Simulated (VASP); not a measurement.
# Si16Ge (a cell with a defect) in VASP: single point with PBEsol

Aim: the single point of Si16Ge (a cell with a defect) with PBEsol.

All numbers are computed with VASP 6.6.1; they aren't measurements. Logs are shortened: lines on timing, memory, paths and dates and some standing lists are left out, and cuts for length are marked.

### Step 1. The cell of the first run

The cell holds a defect, 17 atoms: a = 7.679 Å, b = 7.679 Å, c = 7.679 Å, α = 60.00°, β = 60.00°, γ = 60.00°.

### Step 2. Single point, PBEsol

File INCAR:

```
PREC = Accurate
ENCUT = 520
EDIFF = 1E-6
ISMEAR = 0
SIGMA = 0.05
LREAL = Auto
LASPH = T
NELM = 100
ALGO = Normal
ISIF = 2
LWAVE = F
LCHARG = T
GGA = PS
LELF = T
LVHAR = T
NBANDS = 53
```

File KPOINTS:

```
Automatic mesh
0
Gamma
  2 2 2
```

File POSCAR:

```
Si16Ge
1.0
    0.0000000000      5.4300000000      5.4300000000
    5.4300000000      0.0000000000      5.4300000000
    5.4300000000      5.4300000000      0.0000000000
Si Ge
16 1
Direct
   -0.0017012891     -0.0098200737     -0.0020981584
    0.1438599448      0.0682912523      0.1435332413
   -0.0017690608     -0.0099327808      0.5128646409
    0.1116450276      0.1350906998      0.6261275322
    0.0186655617      0.4444966851      0.0185057090
    0.1134546041      0.6186549724      0.1132531308
   -0.0298615101      0.5065430939      0.5115125230
    0.1130448435      0.6187461326      0.6550282689
    0.5131813996     -0.0098942910     -0.0021419890
    0.6264978821      0.1350853591      0.1112980663
    0.4809448435      0.0570954880      0.4805919890
    0.6265783610      0.1351903315      0.6261873849
    0.5116565378      0.5065861878     -0.0299331492
    0.6550505525      0.6187350829      0.1129424494
    0.5120693370      0.5065004604      0.5118186924
    0.6064641805      0.6808492634      0.6063759669
    0.3125641805      0.5624389503      0.3123223757
```

Potentials or basis: VASP PAW PBE potentials, release 64 (Si, Ge_d).

Launch:

```
> cat potpaw_PBE.64/Si/POTCAR potpaw_PBE.64/Ge_d/POTCAR > POTCAR
> mpirun -np 1 vasp_std > vasp.out
```

OUTCAR:

```text
PREC = Accurate
   ENCUT = 520
   EDIFF = 1E-6
   ISMEAR = 0
   LREAL = Auto
   LASPH = T
   NELM = 100
   ISIF = 2
   GGA = PS

 ion  position               nearest neighbor table
   1  0.998  0.990  0.998-   6 2.33   2 2.33   4 2.34  10 2.34
   2  0.144  0.068  0.144-   1 2.33   9 2.33   3 2.33   5 2.36
   3  0.998  0.990  0.513-   8 2.33  12 2.33   4 2.33   2 2.33
   4  0.112  0.135  0.626-   7 2.33   3 2.33  11 2.33   1 2.34
   5  0.019  0.444  0.019-   8 2.31  14 2.31   6 2.31   2 2.36
   6  0.113  0.619  0.113-   5 2.31   1 2.33  17 2.42  13 2.50   7 2.50
   7  0.970  0.507  0.512-  16 2.31   4 2.33  17 2.43   6 2.50   8 2.50
   8  0.113  0.619  0.655-   5 2.31   3 2.33  17 2.43   7 2.50  15 2.51
   9  0.513  0.990  0.998-  14 2.33  12 2.33   2 2.33  10 2.34
  10  0.626  0.135  0.111-  13 2.33  11 2.33   9 2.34   1 2.34
  11  0.481  0.057  0.481-  10 2.33   4 2.33  12 2.33  16 2.36
  12  0.627  0.135  0.626-  15 2.33   3 2.33   9 2.33  11 2.33
  13  0.512  0.507  0.970-  16 2.31  10 2.33  17 2.43   6 2.50  14 2.50
  14  0.655  0.619  0.113-   5 2.31   9 2.33  17 2.43  13 2.50  15 2.50
  15  0.512  0.507  0.512-  16 2.31  12 2.33  17 2.43  14 2.50   8 2.51
  16  0.606  0.681  0.606-  15 2.31   7 2.31  13 2.31  11 2.36
  17  0.313  0.562  0.312-   6 2.42  13 2.43   7 2.43  14 2.43   8 2.43  15 2.43

  LATTYP: Found a face centered cubic cell.
 ALAT       =    10.8600000000

  Lattice vectors:

 A1 = (   0.0000000000,   5.4300000000,   5.4300000000)
 A2 = (   5.4300000000,   0.0000000000,   5.4300000000)
 A3 = (   5.4300000000,   5.4300000000,   0.0000000000)

Analysis of symmetry for initial positions (statically):
=====================================================================
 Subroutine PRICEL returns:
 Original cell was already a primitive cell.

 Routine SETGRP: Setting up the symmetry group for a
 face centered cubic supercell.

 Subroutine GETGRP returns: Found  1 space group operations
 (whereof  1 operations were pure point group operations)
 out of a pool of 48 trial point group operations.

The static configuration has the point symmetry C_1 .

Analysis of symmetry for dynamics (positions and initial velocities):
=====================================================================
 Subroutine PRICEL returns:
 Original cell was already a primitive cell.

 Routine SETGRP: Setting up the symmetry group for a
 face centered cubic supercell.

 Subroutine GETGRP returns: Found  1 space group operations
 (whereof  1 operations were pure point group operations)
 out of a pool of 48 trial point group operations.

The dynamic configuration has the point symmetry C_1 .

 Subroutine INISYM returns: Found  1 space group operations
 (whereof  1 operations are pure point group operations),
 and found     1 'primitive' translations

----------------------------------------------------------------------------------------

                                     Primitive cell

  volume of cell :     320.2060

  direct lattice vectors                    reciprocal lattice vectors
     0.000000000  5.430000000  5.430000000    -0.092081031  0.092081031  0.092081031
     5.430000000  0.000000000  5.430000000     0.092081031 -0.092081031  0.092081031
     5.430000000  5.430000000  0.000000000     0.092081031  0.092081031 -0.092081031

  length of vectors
     7.679179644  7.679179644  7.679179644     0.159489025  0.159489025  0.159489025

  position of ions in fractional coordinates (direct lattice)
     0.998298711  0.990179926  0.997901842
     0.143859945  0.068291252  0.143533241
     0.998230939  0.990067219  0.512864641
     0.111645028  0.135090700  0.626127532
     0.018665562  0.444496685  0.018505709
     0.113454604  0.618654972  0.113253131
[... 9 lines left out ...]
     0.606464180  0.680849263  0.606375967
     0.312564180  0.562438950  0.312322376

  ion indices of the primitive-cell ions
   primitive index   ion index
                 1           1
                 2           2
                 3           3
                 4           4
                 5           5
                 6           6
[... 9 lines left out ...]
                16          16
                17          17

----------------------------------------------------------------------------------------

 KPOINTS: Automatic mesh

Automatic generation of k-mesh.
 Grid dimensions read from file:
 generate k-points for:    2    2    2

 Generating k-lattice:

  Cartesian coordinates                     Fractional coordinates (reciprocal lattice)
    -0.046040516  0.046040516  0.046040516     0.500000000  0.000000000  0.000000000
     0.046040516 -0.046040516  0.046040516     0.000000000  0.500000000  0.000000000
     0.046040516  0.046040516 -0.046040516     0.000000000  0.000000000  0.500000000

  Length of vectors
     0.079744512  0.079744512  0.079744512

  Shift w.r.t. Gamma in fractional coordinates (k-lattice)
     0.000000000  0.000000000  0.000000000

 Subroutine IBZKPT returns following result:
 ===========================================

 Found      8 irreducible k-points:

 Following reciprocal coordinates:
            Coordinates               Weight
  0.000000  0.000000  0.000000      1.000000
  0.500000  0.000000  0.000000      1.000000
  0.000000  0.500000  0.000000      1.000000
  0.000000  0.000000  0.500000      1.000000
  0.500000  0.500000  0.500000      1.000000
  0.500000  0.500000  0.000000      1.000000
  0.000000  0.500000  0.500000      1.000000
  0.500000  0.000000  0.500000      1.000000
   k-points           NKPTS =      8   k-points in BZ     NKDIM =      8   number of bands    NBANDS=     53
   number of dos      NEDOS =    301   number of ions     NIONS =     17
   total plane-waves  NPLWV = 216000
   dimension x,y,z NGX =    60 NGY =   60 NGZ =   60
   dimension x,y,z NGXF=   120 NGYF=  120 NGZF=  120
   ions per type =              16   1
   NGX,Y,Z   is equivalent  to a cutoff of  12.99, 12.99, 12.99 a.u.
   NGXF,Y,Z  is equivalent  to a cutoff of  25.98, 25.98, 25.98 a.u.
 SYSTEM =  unknown system
   PREC   = accura    normal or accurate (medium, high low for compatibility)
   ISTART =      0    job   : 0-new  1-cont  2-samecut
   ICHARG =      2    charge: 1-file 2-atom 10-const
   ISPIN  =      1    spin polarized calculation?
   LNONCOLLINEAR =      F non collinear calculations
   LSORBIT =      F    spin-orbit coupling
   LASPH  =      T    aspherical Exc in radial PAW
   ENCUT  =  520.0 eV  38.22 Ry    6.18 a.u.  14.28 14.28 14.28*2*pi/ulx,y,z
   NELM   =    100;   NELMIN=  2; NELMDL= -5     # of ELM steps
   EDIFF  = 0.1E-05   stopping-criterion for ELM
   LREAL  =      T    real-space projection
   EDIFFG = 0.1E-04   stopping-criterion for IOM
   NSW    =      0    number of steps for IOM
   IBRION =     -1    ionic relax: 0-MD 1-quasi-New 2-CG
   NFREE  =      0    steps in history (QN), initial steepest desc. (CG)
   ISIF   =      2    stress and relaxation
   ISYM   =      2    0-nonsym 1-usesym 2-fastsym
   POTIM  = 0.5000    time-step for ionic-motion
   TEBEG  =    0.0;   TEEND  =   0.0 temperature during run
   PSTRESS=    0.0 pullay stress
   NELECT =      78.0000    total number of electrons
   NUPDOWN=      -1.0000    fix difference up-down
   EMIN   =  10.00;   EMAX   =-10.00  energy-range for DOS
   EFERMI =   0.00;   METHOD = LEGACY
   ISMEAR =     0;   SIGMA  =   0.05  broadening in eV -4-tet -1-fermi 0-gaus
   EFERMI_NEDOS =   21; number of points for ismear=-14 and -15
   IALGO  =     38    algorithm
   IMIX   =      4    mixing-type and parameters
     AMIX     =   0.40;   BMIX     =  1.00
     AMIX_MAG =   1.60;   BMIX_MAG =  1.00
  volume/ion in A,a.u.               =      18.84       127.11
  Fermi-wavevector in a.u.,A,eV,Ry     =   1.022421  1.932096 14.222785  1.045345
  Thomas-Fermi vector in A             =   2.156100
   LORBIT       =      0    0 simple, 1 ext, 2 COOP (PROOUT), +10 PAW based schemes
   GGA     = PS    functional components
   LHFCALC =     F    Hartree Fock is set to
   AEXX    =    0.0000 exact exchange contribution
   IVDW    =     0    specifies the selected vdW correction
   LEPSILON=     F    determine dielectric tensor
   LRPA    =     F    only Hartree local field effects (RPA)
 non-spin polarized calculation
 Gauss-broadening in eV      SIGMA  =   0.05
  energy-cutoff  :      520.00
  volume of cell :      320.21
 maximum number of plane-waves:      8646
 NGX is ok and might be reduce to    60
   NGX = 29   NGY = 29   NGZ = 29

 number of electron      77.9999998 magnetization

 Free energy of the ion-electron system (eV)
  ---------------------------------------------------
  ext. energy  EPLUGINS =         0.00000000
  ---------------------------------------------------
  free energy    TOTEN  =       -92.44351541 eV

  energy without entropy =      -92.43403475  energy(sigma->0) =      -92.43877508

 E-fermi :   6.5889     XC(G=0):  -9.8980

 val. band max:        6.4035196574   @ k =   0.5000   0.5000   0.0000
 cond. band min:       6.5953341343   @ k =   0.0000   0.5000   0.0000
 fundamental gap:      0.1918144769
 Fermi energy:         6.5889058344

 k-point     1 :       0.0000    0.0000    0.0000
  band No.  band energies     occupation
      1     -17.9774      2.00000
      2     -17.9774      2.00000
      3     -17.8575      2.00000
      4     -17.8574      2.00000
      5     -17.8566      2.00000
      6      -6.4527      2.00000
[... 43 lines left out ...]
     50       8.5777      0.00000
     51       8.7212      0.00000

 k-point     2 :       0.5000    0.0000    0.0000
  band No.  band energies     occupation
      1     -17.9774      2.00000
      2     -17.9774      2.00000
      3     -17.8575      2.00000
      4     -17.8574      2.00000
      5     -17.8566      2.00000
      6      -6.0451      2.00000
[... 316 lines left out ...]
 k-point     8 :       0.5000    0.0000    0.5000
  band No.  band energies     occupation
      1     -17.9774      2.00000
      2     -17.9774      2.00000
      3     -17.8575      2.00000
      4     -17.8574      2.00000
      5     -17.8566      2.00000
      6      -5.9407      2.00000
[... 43 lines left out ...]
     50      10.3152      0.00000
     51      10.3956      0.00000
 [bands above 51 left out]

------------------------ aborting loop because EDIFF is reached ----------------------------------------

  FORCE on cell =-STRESS in cart. coord.  units (eV):
  Direction    XX          YY          ZZ          XY          YZ          ZX
  --------------------------------------------------------------------------------------
  -------------------------------------------------------------------------------------
  Total        8.1428380      8.1370687      8.1424630      1.4650863      1.4530678     -1.4389954
  in kB       40.7433649     40.7144977     40.7414885      7.3306805      7.2705451     -7.2001326
  external PRESSURE =      40.7331170 kB  Pullay stress =       0.0000000 kB

 VOLUME and BASIS-vectors are now :
 -----------------------------------------------------------------------------
  energy-cutoff  :      520.00
  volume of cell :      320.21
      direct lattice vectors                 reciprocal lattice vectors
     0.000000000  5.430000000  5.430000000    -0.092081031  0.092081031  0.092081031
     5.430000000  0.000000000  5.430000000     0.092081031 -0.092081031  0.092081031
     5.430000000  5.430000000  0.000000000     0.092081031  0.092081031 -0.092081031

 POSITION                                       TOTAL-FORCE (eV/Angst)
 -----------------------------------------------------------------------------------
     10.79528     10.83937     10.79744        -0.014178     -0.024258     -0.016666
      1.15021      1.56055      1.15198        -0.043967      0.045526     -0.044057
      8.16092      8.20525     10.79646         0.023287      0.014058     -0.008961
      4.13341      4.00610      1.33977         0.018348     -0.010479     -0.023092
      2.51410      0.20184      2.51497        -0.038937      0.043921     -0.045264
      3.97426      1.23102      3.97536        -0.025694     -0.022474     -0.028189
[... 9 lines left out ...]
      6.98963      6.58572      6.99011         0.048876     -0.033711      0.049967
      4.74995      3.39313      4.75127         0.031114      0.043919      0.011964
 -----------------------------------------------------------------------------------
    total drift:                                0.003708     -0.001126      0.005156

  FREE ENERGIE OF THE ION-ELECTRON SYSTEM (eV)
  ---------------------------------------------------
  free  energy   TOTEN  =       -92.4435154100 eV

  energy  without entropy=      -92.4340347510  energy(sigma->0) =      -92.43877508
```

Wall time 1.8 min (1 thread of Intel Xeon 6975P-C (Granite Rapids), shared host); peak memory 0.49 GiB.

What came out:

```
Free energy   : -92.4435 eV
Pressure      : 4.1 GPa
Largest force : 0.078 eV/Å
```

Forces in eV/Å, atoms in the order of the input:
```
Si  -0.014 -0.024 -0.017
Si  -0.044  0.046 -0.044
Si   0.023  0.014 -0.009
Si   0.018 -0.010 -0.023
Si  -0.039  0.044 -0.045
Si  -0.026 -0.022 -0.028
Si   0.031 -0.019 -0.001
Si  -0.036  0.023 -0.010
Si  -0.008  0.016  0.024
Si  -0.024 -0.011  0.019
Si   0.044 -0.044  0.044
Si   0.014  0.022  0.012
Si  -0.015 -0.022  0.029
Si  -0.015  0.030 -0.018
Si   0.010 -0.051  0.006
Si   0.049 -0.034  0.050
Ge   0.031  0.044  0.012
```

Levels at points of the mesh, in eV from the Fermi level:
```csv
k point,band 35,band 36,band 37,band 38,band 39,band 40,band 41,band 42,band 43,band 44
"(0.00, 0.00, 0.00)",-1.29,-1.26,-0.44,-0.41,-0.41,0.02,0.02,0.28,0.28,0.88
"(0.50, 0.00, 0.00)",-1.34,-1.31,-1.20,-0.74,-0.33,0.33,0.79,0.94,1.13,1.42
"(0.00, 0.50, 0.00)",-1.16,-1.16,-1.12,-1.11,0.01,0.56,0.56,1.25,1.25,1.28
"(0.00, 0.00, 0.50)",-1.34,-1.31,-1.20,-0.74,-0.33,0.33,0.79,0.94,1.13,1.42
"(0.50, 0.50, 0.50)",-1.34,-1.31,-1.20,-0.74,-0.33,0.33,0.79,0.94,1.13,1.42
"(0.50, 0.50, 0.00)",-1.80,-1.71,-1.59,-0.46,-0.19,0.60,1.41,1.54,1.84,2.00
"(0.00, 0.50, 0.50)",-1.80,-1.71,-1.59,-0.46,-0.19,0.60,1.41,1.54,1.84,2.00
"(0.50, 0.00, 0.50)",-1.80,-1.71,-1.59,-0.46,-0.19,0.60,1.41,1.54,1.84,2.00
```

Caveat: the k points lie up to 0.50 Å⁻¹ apart; the PAW data sets were made with another functional, which shifts forces and pressure a little.
